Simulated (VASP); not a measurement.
# SnO (Pmn2_1) in VASP: a series of runs

SnO is run at these levels: PBE+D3(BJ); tasks: single point.

Everything below comes from runs of VASP 6.6.1. Logs are shortened: lines on timing, memory, paths and dates and some standing lists are left out, and cuts for length are marked.

## Step 1: The cell of the first run

The structure is orthorhombic, space group Pmn2_1 (No. 31). The conventional cell has a = 3.004 Å, b = 6.160 Å, c = 4.212 Å, α = 90.00°, β = 90.00°, γ = 90.00°. Sn (site symmetry m) has 3 O at 2.10 to 2.31 Å within 2.8 Å. O (site symmetry m) has 3 Sn at 2.10 to 2.31 Å within 2.8 Å.

## Step 2: Single point, PBE+D3(BJ) (19.48 Å³/atom)

Input file INCAR:

```
SYSTEM = SnO
  ALGO = Normal
  EDIFF = 1E-6
  ENCUT = 520
  GGA = PE
  ISIF = 2
  ISMEAR = 0
  IVDW = 12
  LASPH = .TRUE.
  LCHARG = .TRUE.
  LELF = .TRUE.
  LREAL = .FALSE.
  LVHAR = .TRUE.
  LWAVE = .FALSE.
  NBANDS = 28
  NELM = 60
  PREC = Accurate
  SIGMA = 0.05
```

Input file KPOINTS:

```
k-points
0
G
  10 6 8
  0 0 0
```

Input file POSCAR:

```
SnO
1.0
    3.0040268902      0.0000000000      0.0000000000
    0.0000000000      6.1599576094      0.0000000000
    0.0000000000      0.0000000000      4.2119078609
Sn O
2 2
Direct
    0.0000000000      0.2345104856      0.5269946555
    0.5000000000      0.7654895144      0.0269946555
    0.0000000000      0.8836051479      0.7230063445
    0.5000000000      0.1163948521      0.2230063445
```

Potentials or basis: VASP PAW PBE potentials, release 64 (Sn_d, O).

Command:

```
$ cat potpaw_PBE.64/Sn_d/POTCAR potpaw_PBE.64/O/POTCAR > POTCAR
$ mpirun -np 1 vasp_std > vasp.out
```

OUTCAR:

```text
SYSTEM = SnO
   EDIFF = 1E-6
   ENCUT = 520
   GGA = PE
   ISIF = 2
   ISMEAR = 0
   IVDW = 12
   LASPH = .TRUE.
   LREAL = .FALSE.
   NELM = 60
   PREC = Accurate
 IVDW          = 12

 ion  position               nearest neighbor table
   1  0.000  0.235  0.527-   4 2.10   4 2.10   3 2.31
   2  0.500  0.765  0.027-   3 2.10   3 2.10   4 2.31
   3  0.000  0.884  0.723-   2 2.10   2 2.10   1 2.31
   4  0.500  0.116  0.223-   1 2.10   1 2.10   2 2.31

  LATTYP: Found a simple orthorhombic cell.
 ALAT       =     3.0040268902
 B/A-ratio  =     1.4020872698
 C/A-ratio  =     2.0505667341

  Lattice vectors:

 A1 = (  -3.0040268902,   0.0000000000,   0.0000000000)
 A2 = (   0.0000000000,   0.0000000000,   4.2119078609)
 A3 = (   0.0000000000,   6.1599576094,   0.0000000000)

Analysis of symmetry for initial positions (statically):
=====================================================================
 Subroutine PRICEL returns:
 Original cell was already a primitive cell.

 Routine SETGRP: Setting up the symmetry group for a
 simple orthorhombic supercell.

 Subroutine GETGRP returns: Found  4 space group operations
 (whereof  2 operations were pure point group operations)
 out of a pool of  8 trial point group operations.

The static configuration has the point symmetry C_1h.
 The point group associated with its full space group is C_2v.

Analysis of symmetry for dynamics (positions and initial velocities):
=====================================================================
 Subroutine PRICEL returns:
 Original cell was already a primitive cell.

 Routine SETGRP: Setting up the symmetry group for a
 simple orthorhombic supercell.

 Subroutine GETGRP returns: Found  4 space group operations
 (whereof  2 operations were pure point group operations)
 out of a pool of  8 trial point group operations.

The dynamic configuration has the point symmetry C_1h.
 The point group associated with its full space group is C_2v.

 Subroutine INISYM returns: Found  4 space group operations
 (whereof  2 operations are pure point group operations),
 and found     1 'primitive' translations

----------------------------------------------------------------------------------------

                                     Primitive cell

  volume of cell :      77.9400

  direct lattice vectors                    reciprocal lattice vectors
     3.004026890  0.000000000  0.000000000     0.332886501  0.000000000  0.000000000
     0.000000000  6.159957609  0.000000000     0.000000000  0.162338779  0.000000000
     0.000000000  0.000000000  4.211907861     0.000000000  0.000000000  0.237422098

  length of vectors
     3.004026890  6.159957609  4.211907861     0.332886501  0.162338779  0.237422098

  position of ions in fractional coordinates (direct lattice)
     0.000000000  0.234510486  0.526994655
     0.500000000  0.765489514  0.026994655
     0.000000000  0.883605148  0.723006344
     0.500000000  0.116394852  0.223006344

  ion indices of the primitive-cell ions
   primitive index   ion index
                 1           1
                 2           2
                 3           3
                 4           4

----------------------------------------------------------------------------------------

 KPOINTS: k-points

Automatic generation of k-mesh.
 Grid dimensions read from file:
 generate k-points for:   10    6    8

 Generating k-lattice:

  Cartesian coordinates                     Fractional coordinates (reciprocal lattice)
     0.033288650  0.000000000  0.000000000     0.100000000  0.000000000  0.000000000
     0.000000000  0.027056463  0.000000000     0.000000000  0.166666667  0.000000000
     0.000000000  0.000000000  0.029677762     0.000000000  0.000000000  0.125000000

  Length of vectors
     0.033288650  0.027056463  0.029677762

  Shift w.r.t. Gamma in fractional coordinates (k-lattice)
     0.000000000  0.000000000  0.000000000

 Subroutine IBZKPT returns following result:
 ===========================================

 Found    120 irreducible k-points:

 Following reciprocal coordinates:
            Coordinates               Weight
  0.000000  0.000000  0.000000      1.000000
  0.100000  0.000000  0.000000      2.000000
  0.200000  0.000000  0.000000      2.000000
  0.300000  0.000000  0.000000      2.000000
  0.400000  0.000000  0.000000      2.000000
  0.500000  0.000000  0.000000      1.000000
[... 16 lines left out ...]
  0.400000  0.500000  0.000000      2.000000
  0.500000  0.500000  0.000000      1.000000
 [... further k-points ...]
   k-points           NKPTS =    120   k-points in BZ     NKDIM =    120   number of bands    NBANDS=     28
   number of dos      NEDOS =    301   number of ions     NIONS =      4
   total plane-waves  NPLWV =  36864
   dimension x,y,z NGX =    24 NGY =   48 NGZ =   32
   dimension x,y,z NGXF=    48 NGYF=   96 NGZF=   64
   ions per type =               2   2
   NGX,Y,Z   is equivalent  to a cutoff of  13.28, 12.95, 12.63 a.u.
   NGXF,Y,Z  is equivalent  to a cutoff of  26.56, 25.91, 25.26 a.u.
 SYSTEM =  SnO
   PREC   = accura    normal or accurate (medium, high low for compatibility)
   ISTART =      0    job   : 0-new  1-cont  2-samecut
   ICHARG =      2    charge: 1-file 2-atom 10-const
   ISPIN  =      1    spin polarized calculation?
   LNONCOLLINEAR =      F non collinear calculations
   LSORBIT =      F    spin-orbit coupling
   LASPH  =      T    aspherical Exc in radial PAW
   ENCUT  =  520.0 eV  38.22 Ry    6.18 a.u.   5.59 11.45  7.83*2*pi/ulx,y,z
   NELM   =     60;   NELMIN=  2; NELMDL= -5     # of ELM steps
   EDIFF  = 0.1E-05   stopping-criterion for ELM
   LREAL  =      F    real-space projection
   EDIFFG = 0.1E-04   stopping-criterion for IOM
   NSW    =      0    number of steps for IOM
   IBRION =     -1    ionic relax: 0-MD 1-quasi-New 2-CG
   NFREE  =      0    steps in history (QN), initial steepest desc. (CG)
   ISIF   =      2    stress and relaxation
   ISYM   =      2    0-nonsym 1-usesym 2-fastsym
   POTIM  = 0.5000    time-step for ionic-motion
   TEBEG  =    0.0;   TEEND  =   0.0 temperature during run
   PSTRESS=    0.0 pullay stress
   NELECT =      40.0000    total number of electrons
   NUPDOWN=      -1.0000    fix difference up-down
   EMIN   =  10.00;   EMAX   =-10.00  energy-range for DOS
   EFERMI =   0.00;   METHOD = LEGACY
   ISMEAR =     0;   SIGMA  =   0.05  broadening in eV -4-tet -1-fermi 0-gaus
   EFERMI_NEDOS =   21; number of points for ismear=-14 and -15
   IALGO  =     38    algorithm
   IMIX   =      4    mixing-type and parameters
     AMIX     =   0.40;   BMIX     =  1.00
     AMIX_MAG =   1.60;   BMIX_MAG =  1.00
  volume/ion in A,a.u.               =      19.48       131.49
  Fermi-wavevector in a.u.,A,eV,Ry     =   1.310714  2.476891 23.374427  1.717972
  Thomas-Fermi vector in A             =   2.441226
   LORBIT       =      0    0 simple, 1 ext, 2 COOP (PROOUT), +10 PAW based schemes
   GGA     = PE    functional components
   LHFCALC =     F    Hartree Fock is set to
   AEXX    =    0.0000 exact exchange contribution
   IVDW    =    12    specifies the selected vdW correction
   LEPSILON=     F    determine dielectric tensor
   LRPA    =     F    only Hartree local field effects (RPA)
 non-spin polarized calculation
 Gauss-broadening in eV      SIGMA  =   0.05
  energy-cutoff  :      520.00
  volume of cell :       77.94
 maximum number of plane-waves:      2128
 NGX is ok and might be reduce to    24
   NGX = 11   NGY = 23   NGZ = 15

 number of electron      40.0000006 magnetization

 Free energy of the ion-electron system (eV)
  ---------------------------------------------------
  ext. energy  EPLUGINS =         0.00000000
  ---------------------------------------------------
  free energy    TOTEN  =       -21.93932618 eV

  energy without entropy =      -21.93932618  energy(sigma->0) =      -21.93932618

 E-fermi :   4.9124     XC(G=0):  -9.6783

 val. band max:        4.6975134452   @ k =   0.3000   0.0000   0.0000
 cond. band min:       6.2283960276   @ k =   0.4000   0.5000   0.0000
 fundamental gap:      1.5308825824
 Fermi energy:         4.9124407637

 k-point     1 :       0.0000    0.0000    0.0000
  band No.  band energies     occupation
      1     -16.2434      2.00000
      2     -16.0734      2.00000
      3     -15.7923      2.00000
      4     -15.7206      2.00000
      5     -15.7122      2.00000
      6     -15.6854      2.00000
[... 20 lines left out ...]
     27      14.7291      0.00000
     28      15.3624      0.00000

 k-point     2 :       0.1000    0.0000    0.0000
  band No.  band energies     occupation
      1     -16.2190      2.00000
      2     -16.0367      2.00000
      3     -15.7873      2.00000
      4     -15.7515      2.00000
      5     -15.7248      2.00000
      6     -15.6831      2.00000
[... 20 lines left out ...]
     27      14.1568      0.00000
     28      14.4545      0.00000

 k-point     3 :       0.2000    0.0000    0.0000
  band No.  band energies     occupation
      1     -16.1773      2.00000
      2     -15.9755      2.00000
      3     -15.8242      2.00000
      4     -15.7870      2.00000
      5     -15.7378      2.00000
      6     -15.7248      2.00000
[... 20 lines left out ...]
     27      13.5973      0.00000
     28      14.8651      0.00000

 k-point     4 :       0.3000    0.0000    0.0000
  band No.  band energies     occupation
      1     -16.1789      2.00000
      2     -16.0582      2.00000
      3     -15.8017      2.00000
      4     -15.7832      2.00000
      5     -15.7726      2.00000
      6     -15.7444      2.00000
[... 578 lines left out ...]
     27      14.1392      0.00000
     28      15.3184      0.00000

 k-point    23 :       0.4000    0.5000    0.0000
  band No.  band energies     occupation
      1     -16.2140      2.00000
      2     -16.1644      2.00000
      3     -15.8263      2.00000
      4     -15.8221      2.00000
      5     -15.7284      2.00000
      6     -15.7271      2.00000
[... 20 lines left out ...]
     27      13.8540      0.00000
     28      14.7470      0.00000

 k-point    24 :       0.5000    0.5000    0.0000
  band No.  band energies     occupation
      1     -16.2181      2.00000
      2     -16.2181      2.00000
      3     -15.8373      2.00000
      4     -15.8373      2.00000
      5     -15.7184      2.00000
      6     -15.7184      2.00000
[... 20 lines left out ...]
     27      14.3428      0.00000
     28      14.3428      0.00000

 [... further k-points ...]

------------------------ aborting loop because EDIFF is reached ----------------------------------------

 Edisp (eV)   -0.85464

 E8    (eV) :    -0.3729

  FORCE on cell =-STRESS in cart. coord.  units (eV):
  Direction    XX          YY          ZZ          XY          YZ          ZX
  --------------------------------------------------------------------------------------
  -------------------------------------------------------------------------------------
  Total       6.22131    -4.06456    -1.11096     0.00000     0.00000     0.00000
  in kB     127.88872   -83.55324   -22.83753     0.00000     0.00000     0.00000
  external pressure =        7.17 kB  Pullay stress =        0.00 kB

 VOLUME and BASIS-vectors are now :
 -----------------------------------------------------------------------------
  energy-cutoff  :      520.00
  volume of cell :       77.94
      direct lattice vectors                 reciprocal lattice vectors
     3.004026890  0.000000000  0.000000000     0.332886501  0.000000000  0.000000000
     0.000000000  6.159957609  0.000000000     0.000000000  0.162338779  0.000000000
     0.000000000  0.000000000  4.211907861     0.000000000  0.000000000  0.237422098

 POSITION                                       TOTAL-FORCE (eV/Angst)
 -----------------------------------------------------------------------------------
      0.00000      1.44457      2.21965         0.000000     -0.849362      0.115270
      1.50201      4.71538      0.11370         0.000000      0.849362      0.115270
      0.00000      5.44297      3.04524         0.000000      0.381183     -0.115270
      1.50201      0.71699      0.93928         0.000000     -0.381183     -0.115270
 -----------------------------------------------------------------------------------
    total drift:                                0.000000     -0.000000      0.001751

  FREE ENERGIE OF THE ION-ELECTRON SYSTEM (eV)
  ---------------------------------------------------
  free  energy   TOTEN  =       -22.7939641352 eV

  energy  without entropy=      -22.7939641352  energy(sigma->0) =      -22.79396414
```

It took 91 s on 1 thread of Intel Xeon 6975P-C (Granite Rapids), shared host; peak memory 0.34 GiB.

Results:

| Quantity | Value |
| --- | --- |
| Free energy | -22.7940 eV |
| Pressure | 0.7 GPa |
| Largest force | 0.857 eV/Å |
| Band gap on the k mesh | 1.53 eV (least direct gap 1.71 eV) |
| Dispersion energy per atom | -0.214 eV |

Forces in eV/Å, atoms in the order of the input:
```
Sn   0.000 -0.849  0.115
Sn   0.000  0.849  0.115
O    0.000  0.381 -0.115
O    0.000 -0.381 -0.115
```

Levels at points of the mesh, in eV from the valence-band top:
| k point | band 18 | band 19 | band 20 | band 21 | band 22 | band 23 |
| --- | --- | --- | --- | --- | --- | --- |
| (0.00, 0.00, 0.00) | -1.95 | -1.61 | -0.32 | 3.06 | 3.08 | 6.45 |
| (0.50, 0.00, 0.00) | -2.01 | -0.51 | -0.51 | 2.16 | 2.16 | 5.63 |
| (0.00, 0.50, 0.00) | -1.62 | -1.50 | -1.16 | 2.29 | 4.59 | 5.05 |
| (0.50, 0.50, 0.00) | -2.02 | -0.32 | -0.32 | 1.77 | 1.77 | 6.21 |
| (0.00, 0.00, 0.50) | -1.93 | -1.21 | -1.21 | 3.33 | 3.33 | 5.04 |
| (0.50, 0.00, 0.50) | -2.72 | -0.52 | -0.52 | 2.40 | 2.40 | 4.96 |
| (0.00, 0.50, 0.50) | -1.93 | -1.45 | -1.45 | 2.21 | 2.21 | 6.42 |
| (0.50, 0.50, 0.50) | -2.88 | -0.06 | -0.06 | 2.63 | 2.63 | 4.35 |

Caveat: the stress differs along the axes, from -8 to 13 GPa; spin-orbit coupling is left out, which moves the levels of the heavy elements. A k mesh can miss the band edges.

[end of part 1 of 2]
